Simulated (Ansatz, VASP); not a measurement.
**Co in VASP and in Ansatz**

INCAR

```
PREC     = Accurate       # precision mode
ENCUT    = 600            # plane-wave cutoff, eV
EDIFF    = 1E-7           # SCF threshold, eV
ISMEAR   = -1             # smearing method
SIGMA    = 0.05           # smearing width, eV
LREAL    = False          # projectors in reciprocal space
LASPH    = True           # aspherical terms in the spheres
NELM     = 100            # most SCF steps
ALGO     = Normal         # electronic algorithm
ISIF     = 3              # what is computed and relaxed
LWAVE    = False          # write WAVECAR
LCHARG   = False          # write CHGCAR
GGA      = PE             # functional
IBRION   = 2              # ionic algorithm
NSW      = 60             # ionic steps
EDIFFG   = -0.005         # ionic threshold
```

File KPOINTS:

```
Automatic mesh
0
Gamma
  17 17 10
```

POSCAR

```
Co
1.0
    2.4911007134      0.0000000000      0.0000000000
   -1.2455503567      2.1573565012      0.0000000000
    0.0000000000      0.0000000000      4.0355831558
Co
2
Direct
    0.3333333333      0.6666666667      0.2500000000
    0.6666666667      0.3333333333      0.7500000000
```

Input for Ansatz:

```yaml
crystal:
  lattice:
    - [2.4911007134, 0.0, 0.0]
    - [-1.2455503567, 2.1573565012, 0.0]
    - [0.0, 0.0, 4.0355831558]
  atoms:
    - { symbol: Co, position: [0.3333333333, 0.6666666667, 0.25] }
    - { symbol: Co, position: [0.6666666667, 0.3333333333, 0.75] }
kpoints:
  mp_grid: { grid: [17, 17, 10] }
scf:
  occupations: { method: fermi_dirac, width: 0.05 }
hamiltonian:
  xc: pbe
  pseudopotentials: { kind: paw }
output:
  forces: true
  stress: true
relax:
  f_tol: 0.005
  max_steps: 40
  cell: {}
```

Alike in both runs: task relaxation of cell and atoms; functional PBE; k mesh 17 × 17 × 10; occupations fermi-dirac, width 0.05 eV; no spin polarisation.

|  | VASP | Ansatz |
| --- | --- | --- |
| version | VASP 6.6.1 | Ansatz 0.2.0 |
| potentials or method | VASP PAW PBE potentials, release 64 (Co) | PAW with Ansatz's default frozen-core files, scalar-relativistic |
| plane-wave cutoff (eV) | 600 | 420 |
| valence electrons in the cell | 18 | 34 |

Ansatz gave:

```
relaxed volume (Å³/atom)                                     : 10.33
relaxed cell length with the largest relative difference (Å) : 3.960
```

**Question.** Which values does VASP return?

**Answer.** Relaxed volume (Å³/atom): 10.30; relaxed cell length with the largest relative difference (Å): 3.954.

VASP's potentials hold 18 valence electrons a cell and Ansatz's 34, so a difference there can come from the potentials and not from the codes.
